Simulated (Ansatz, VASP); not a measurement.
**Two plane-wave programs on InAs**

```
In As
1.0
     0.00000    3.02796    3.02796
     3.02796    0.00000    3.02796
     3.02796    3.02796    0.00000
In As
1 1
Direct
  0.00000 0.00000 0.00000
  0.25000 0.25000 0.25000
```

Alike in both runs: task single point; functional PBEsol; k mesh 14 × 14 × 14; occupations gaussian, width 0.05 eV; no spin polarisation.

```csv
,VASP,Ansatz
version,VASP 6.6.1,Ansatz 0.2.0
potentials or method,"VASP PAW PBE potentials, release 64 (In_d, As), cutoff 520 eV","scalar-relativistic, plane waves, PAW"
valence electrons in the cell,18,28
```

```csv
,VASP,Ansatz,Ansatz less VASP
gap on the k mesh at the Fermi level (eV),none,none,-
pressure (GPa),1.0,0.9,-0.09
```

VASP's potentials were made for PBE, not for PBEsol. A gap of «none» marks a metal or a gap that the smearing closes. VASP's potentials hold 18 valence electrons a cell and Ansatz's 28, so a difference there can come from the potentials and not from the codes.
